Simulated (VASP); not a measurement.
# Pb (R-3m) in VASP: single point with LDA

Aim: the single point of Pb with LDA.

Everything below comes from runs of VASP 6.6.1. Logs are shortened: lines on timing, memory, paths and dates and some standing lists are left out, and cuts for length are marked.

## Step 1: The cell of the first run

It takes space group R-3m (No. 166, trigonal). Conventional cell: a = 4.791 Å, b = 4.791 Å, c = 12.270 Å, α = 90.00°, β = 90.00°, γ = 120.00°. Within 3.9 Å of Pb (site symmetry 3m) lie 4 Pb at 2.95 to 3.07 Å.

## Step 2: Single point, LDA (equal xy, yz and zx shear strains of +3 %)

Contents of INCAR:

```
ALGO = Normal
EDIFF = 1E-6
ENCUT = 520
ISIF = 2
ISMEAR = -1
LASPH = T
LCHARG = F
LREAL = F
LWAVE = F
NBANDS = 21
NELM = 80
PREC = Accurate
SIGMA = 0.05
```

Contents of KPOINTS:

```
k-points
0
Gamma
  8 8 8
```

Contents of POSCAR:

```
Pb
1.0
    0.1031700017      3.4905850563      3.4905850563
    3.4905850563      0.1031700017      3.4905850563
    3.4905850563      3.4905850563      0.1031700017
Pb
2
Direct
    0.0000000000      0.0000000000      0.0000000000
    0.2500000000      0.2500000000      0.2500000000
```

Potentials or basis: VASP PAW LDA potentials, release 64 (Pb_d).

Command:

```bash
> cat potpaw_LDA.64/Pb_d/POTCAR > POTCAR
> mpirun -np 1 vasp_std > vasp.out
```

OUTCAR:

```text
EDIFF = 1E-6
   ENCUT = 520
   ISIF = 2
   ISMEAR = -1
   LASPH = T
   LREAL = F
   NELM = 80
   PREC = Accurate

 ion  position               nearest neighbor table
   1  0.000  0.000  0.000-   2 2.95   2 2.95   2 2.95   2 3.07
   2  0.250  0.250  0.250-   1 2.95   1 2.95   1 2.95   1 3.07

  LATTYP: Found a trigonal (rhomboedric) cell.
 ALAT       =     4.9375107210
 COS(alpha) =     0.5293254421

  Lattice vectors:

 A1 = (   0.1031700017,   3.4905850563,   3.4905850563)
 A2 = (   3.4905850563,   0.1031700017,   3.4905850563)
 A3 = (   3.4905850563,   3.4905850563,   0.1031700017)

Analysis of symmetry for initial positions (statically):
=====================================================================
 Subroutine PRICEL returns:
 Original cell was already a primitive cell.

 Routine SETGRP: Setting up the symmetry group for a
 trigonal (rhombohedral) supercell.

 Subroutine GETGRP returns: Found 12 space group operations
 (whereof  6 operations were pure point group operations)
 out of a pool of 12 trial point group operations.

The static configuration has the point symmetry C_3v.
 The point group associated with its full space group is D_3d.

Analysis of symmetry for dynamics (positions and initial velocities):
=====================================================================
 Subroutine PRICEL returns:
 Original cell was already a primitive cell.

 Routine SETGRP: Setting up the symmetry group for a
 trigonal (rhombohedral) supercell.

 Subroutine GETGRP returns: Found 12 space group operations
 (whereof  6 operations were pure point group operations)
 out of a pool of 12 trial point group operations.

The dynamic configuration has the point symmetry C_3v.
 The point group associated with its full space group is D_3d.

 Subroutine INISYM returns: Found 12 space group operations
 (whereof  6 operations are pure point group operations),
 and found     1 'primitive' translations

----------------------------------------------------------------------------------------

                                     Primitive cell

  volume of cell :      81.2898

  direct lattice vectors                    reciprocal lattice vectors
     0.103170002  3.490585056  3.490585056    -0.149754767  0.145455587  0.145455587
     3.490585056  0.103170002  3.490585056     0.145455587 -0.149754767  0.145455587
     3.490585056  3.490585056  0.103170002     0.145455587  0.145455587 -0.149754767

  length of vectors
     4.937510721  4.937510721  4.937510721     0.254442815  0.254442815  0.254442815

  position of ions in fractional coordinates (direct lattice)
     0.000000000  0.000000000  0.000000000
     0.250000000  0.250000000  0.250000000

  ion indices of the primitive-cell ions
   primitive index   ion index
                 1           1
                 2           2

----------------------------------------------------------------------------------------

 KPOINTS: k-points

Automatic generation of k-mesh.
 Grid dimensions read from file:
 generate k-points for:    8    8    8

 Generating k-lattice:

  Cartesian coordinates                     Fractional coordinates (reciprocal lattice)
    -0.018719346  0.018181948  0.018181948     0.125000000 -0.000000000 -0.000000000
     0.018181948 -0.018719346  0.018181948    -0.000000000  0.125000000 -0.000000000
     0.018181948  0.018181948 -0.018719346    -0.000000000 -0.000000000  0.125000000

  Length of vectors
     0.031805352  0.031805352  0.031805352

  Shift w.r.t. Gamma in fractional coordinates (k-lattice)
     0.000000000  0.000000000  0.000000000

 Subroutine IBZKPT returns following result:
 ===========================================

 Found     65 irreducible k-points:

 Following reciprocal coordinates:
            Coordinates               Weight
  0.000000  0.000000  0.000000      1.000000
  0.125000  0.000000 -0.000000      6.000000
  0.250000  0.000000 -0.000000      6.000000
  0.375000  0.000000  0.000000      6.000000
  0.500000  0.000000 -0.000000      3.000000
  0.125000  0.125000  0.000000      6.000000
[... 16 lines left out ...]
  0.250000  0.125000  0.125000      6.000000
  0.375000  0.125000  0.125000      6.000000
 [... further k-points ...]
   k-points           NKPTS =     65   k-points in BZ     NKDIM =     65   number of bands    NBANDS=     21
   number of dos      NEDOS =    301   number of ions     NIONS =      2
   total plane-waves  NPLWV =  64000
   dimension x,y,z NGX =    40 NGY =   40 NGZ =   40
   dimension x,y,z NGXF=    80 NGYF=   80 NGZF=   80
   ions per type =               2
   NGX,Y,Z   is equivalent  to a cutoff of  13.47, 13.47, 13.47 a.u.
   NGXF,Y,Z  is equivalent  to a cutoff of  26.94, 26.94, 26.94 a.u.
 SYSTEM =  unknown system
   PREC   = accura    normal or accurate (medium, high low for compatibility)
   ISTART =      0    job   : 0-new  1-cont  2-samecut
   ICHARG =      2    charge: 1-file 2-atom 10-const
   ISPIN  =      1    spin polarized calculation?
   LNONCOLLINEAR =      F non collinear calculations
   LSORBIT =      F    spin-orbit coupling
   LASPH  =      T    aspherical Exc in radial PAW
   ENCUT  =  520.0 eV  38.22 Ry    6.18 a.u.   9.18  9.18  9.18*2*pi/ulx,y,z
   NELM   =     80;   NELMIN=  2; NELMDL= -5     # of ELM steps
   EDIFF  = 0.1E-05   stopping-criterion for ELM
   LREAL  =      F    real-space projection
   EDIFFG = 0.1E-04   stopping-criterion for IOM
   NSW    =      0    number of steps for IOM
   IBRION =     -1    ionic relax: 0-MD 1-quasi-New 2-CG
   NFREE  =      0    steps in history (QN), initial steepest desc. (CG)
   ISIF   =      2    stress and relaxation
   ISYM   =      2    0-nonsym 1-usesym 2-fastsym
   POTIM  = 0.5000    time-step for ionic-motion
   TEBEG  =    0.0;   TEEND  =   0.0 temperature during run
   PSTRESS=    0.0 pullay stress
   NELECT =      28.0000    total number of electrons
   NUPDOWN=      -1.0000    fix difference up-down
   EMIN   =  10.00;   EMAX   =-10.00  energy-range for DOS
   EFERMI =   0.00;   METHOD = LEGACY
   ISMEAR =    -1;   SIGMA  =   0.05  broadening in eV -4-tet -1-fermi 0-gaus
   EFERMI_NEDOS =   21; number of points for ismear=-14 and -15
   IALGO  =     38    algorithm
   IMIX   =      4    mixing-type and parameters
     AMIX     =   0.40;   BMIX     =  1.00
     AMIX_MAG =   1.60;   BMIX_MAG =  1.00
  volume/ion in A,a.u.               =      40.64       274.29
  Fermi-wavevector in a.u.,A,eV,Ry     =   1.147578  2.168607 17.917983  1.316935
  Thomas-Fermi vector in A             =   2.284257
   LORBIT       =      0    0 simple, 1 ext, 2 COOP (PROOUT), +10 PAW based schemes
   GGA     = CA    functional components
   LHFCALC =     F    Hartree Fock is set to
   AEXX    =    0.0000 exact exchange contribution
   IVDW    =     0    specifies the selected vdW correction
   LEPSILON=     F    determine dielectric tensor
   LRPA    =     F    only Hartree local field effects (RPA)
 non-spin polarized calculation
  energy-cutoff  :      520.00
  volume of cell :       81.29
 maximum number of plane-waves:      2204
 NGX is ok and might be reduce to    40
   NGX = 19   NGY = 19   NGZ = 19

 number of electron      27.9999999 magnetization

 Free energy of the ion-electron system (eV)
  ---------------------------------------------------
  ext. energy  EPLUGINS =         0.00000000
  ---------------------------------------------------
  free energy    TOTEN  =        -7.86849223 eV

  energy without entropy =       -7.86446600  energy(sigma->0) =       -7.86647911

 E-fermi :   4.0910     XC(G=0):  -8.7656

 val. band max:        4.0733127625   @ k =   0.1250   0.0000  -0.0000
 cond. band min:       4.1073464941   @ k =  -0.1250   0.1250   0.0000
 fundamental gap:      0.0340337316
 Fermi energy:         4.0910372424

 k-point     1 :       0.0000    0.0000    0.0000
  band No.  band energies     occupation
      1     -13.1405      2.00000
      2     -13.1405      2.00000
      3     -13.0343      2.00000
      4     -13.0255      2.00000
      5     -13.0255      2.00000
      6     -12.6461      2.00000
[... 13 lines left out ...]
     20      11.8280      0.00000
     21      12.0993      0.00000

 k-point     2 :       0.1250    0.0000   -0.0000
  band No.  band energies     occupation
      1     -13.1527      2.00000
      2     -13.1389      2.00000
      3     -13.0610      2.00000
      4     -13.0032      2.00000
      5     -12.9915      2.00000
      6     -12.6537      2.00000
[... 13 lines left out ...]
     20      11.2050      0.00000
     21      11.4474      0.00000

 k-point     3 :       0.2500    0.0000   -0.0000
  band No.  band energies     occupation
      1     -13.1699      2.00000
      2     -13.1336      2.00000
      3     -13.0780      2.00000
      4     -12.9614      2.00000
      5     -12.9613      2.00000
      6     -12.6639      2.00000
[... 13 lines left out ...]
     20      10.9592      0.00000
     21      11.3154      0.00000

 k-point     4 :       0.3750    0.0000    0.0000
  band No.  band energies     occupation
      1     -13.1791      2.00000
      2     -13.1229      2.00000
      3     -13.0880      2.00000
      4     -12.9489      2.00000
      5     -12.9288      2.00000
      6     -12.6720      2.00000
[... 13 lines left out ...]
     20      11.5550      0.00000
     21      12.0069      0.00000

 k-point     5 :       0.5000    0.0000   -0.0000
  band No.  band energies     occupation
      1     -13.1814      2.00000
      2     -13.1130      2.00000
      3     -13.0957      2.00000
      4     -12.9472      2.00000
      5     -12.9173      2.00000
      6     -12.6813      2.00000
[... 13 lines left out ...]
     20      11.6645      0.00000
     21      12.5086      0.00000

 k-point     6 :       0.1250    0.1250    0.0000
  band No.  band energies     occupation
      1     -13.1504      2.00000
      2     -13.1477      2.00000
      3     -13.0609      2.00000
      4     -13.0071      2.00000
      5     -12.9750      2.00000
      6     -12.6761      2.00000
[... 13 lines left out ...]
     20      10.3600      0.00000
     21      12.2726      0.00000

 k-point     7 :       0.2500    0.1250    0.0000
  band No.  band energies     occupation
      1     -13.1735      2.00000
      2     -13.1388      2.00000
      3     -13.0730      2.00000
      4     -12.9775      2.00000
      5     -12.9361      2.00000
      6     -12.7137      2.00000
[... 13 lines left out ...]
     20      10.6495      0.00000
     21      11.8832      0.00000
[... 291 lines left out ...]
      1     -13.2288      2.00000
      2     -13.1490      2.00000
      3     -13.0058      2.00000
      4     -12.8823      2.00000
      5     -12.8016      2.00000
      6     -12.7926      2.00000
[... 13 lines left out ...]
     20      12.1704      0.00000
     21      13.9261      0.00000

 k-point    21 :       0.5000    0.5000    0.0000
  band No.  band energies     occupation
      1     -13.1989      2.00000
      2     -13.1534      2.00000
      3     -13.0052      2.00000
      4     -13.0026      2.00000
      5     -12.8061      2.00000
      6     -12.7764      2.00000
[... 13 lines left out ...]
     20      12.3409      0.00000
     21      14.2257      0.00000

 k-point    22 :       0.1250    0.1250    0.1250
  band No.  band energies     occupation
      1     -13.1501      2.00000
      2     -13.1501      2.00000
      3     -13.0333      2.00000
      4     -13.0117      2.00000
      5     -13.0117      2.00000
      6     -12.6513      2.00000
[... 13 lines left out ...]
     20      11.4183      0.00000
     21      11.4976      0.00000

 k-point    23 :       0.2500    0.1250    0.1250
  band No.  band energies     occupation
      1     -13.1679      2.00000
      2     -13.1507      2.00000
      3     -13.0458      2.00000
      4     -12.9895      2.00000
      5     -12.9766      2.00000
      6     -12.6670      2.00000
[... 13 lines left out ...]
     20      10.8583      0.00000
     21      10.8774      0.00000

 k-point    24 :       0.3750    0.1250    0.1250
  band No.  band energies     occupation
      1     -13.1830      2.00000
      2     -13.1579      2.00000
      3     -13.0385      2.00000
      4     -12.9682      2.00000
      5     -12.9302      2.00000
      6     -12.6807      2.00000
[... 13 lines left out ...]
     20      10.9128      0.00000
     21      11.9820      0.00000

 [... further k-points ...]
[... 5 lines left out ...]
  --------------------------------------------------------------------------------------
  -------------------------------------------------------------------------------------
  Total       -0.3014618     -0.3014618     -0.3014618     -0.4807537     -0.4807537     -0.4807537
  in kB       -5.9416440     -5.9416440     -5.9416440     -9.4753878     -9.4753878     -9.4753878
  external PRESSURE =      -5.9416440 kB  Pullay stress =       0.0000000 kB

 VOLUME and BASIS-vectors are now :
 -----------------------------------------------------------------------------
  energy-cutoff  :      520.00
  volume of cell :       81.29
      direct lattice vectors                 reciprocal lattice vectors
     0.103170002  3.490585056  3.490585056    -0.149754767  0.145455587  0.145455587
     3.490585056  0.103170002  3.490585056     0.145455587 -0.149754767  0.145455587
     3.490585056  3.490585056  0.103170002     0.145455587  0.145455587 -0.149754767

 POSITION                                       TOTAL-FORCE (eV/Angst)
 -----------------------------------------------------------------------------------
      0.00000      0.00000      0.00000         0.166366      0.166366      0.166366
      1.77109      1.77109      1.77109        -0.166366     -0.166366     -0.166366
 -----------------------------------------------------------------------------------
    total drift:                               -0.000000      0.000000      0.000000

  FREE ENERGIE OF THE ION-ELECTRON SYSTEM (eV)
  ---------------------------------------------------
  free  energy   TOTEN  =        -7.8684922256 eV

  energy  without entropy=       -7.8644660013  energy(sigma->0) =       -7.86647911
```

Run time: 34 s. Hardware: 1 thread of Intel Xeon 6975P-C (Granite Rapids), shared host; peak memory 0.24 GiB.

What came out:

```
Free energy            : -7.8685 eV
Pressure               : -0.6 GPa
Largest force          : 0.288 eV/Å
Band gap on the k mesh : zero (band 14 reaches 4.47 eV, above the bottom of band 15 at 3.27 eV)
```

Forces on the atoms (eV/Å):
```
Pb   0.166  0.166  0.166
Pb  -0.166 -0.166 -0.166
```

Stress tensor (GPa, compression positive):
```
-0.59 -0.95 -0.95
-0.95 -0.59 -0.95
-0.95 -0.95 -0.59
```

Caveat: the cell differs from its parent crystal (equal xy, yz and zx shear strains of +3 %); spin-orbit coupling is left out, which moves the levels of the heavy elements.
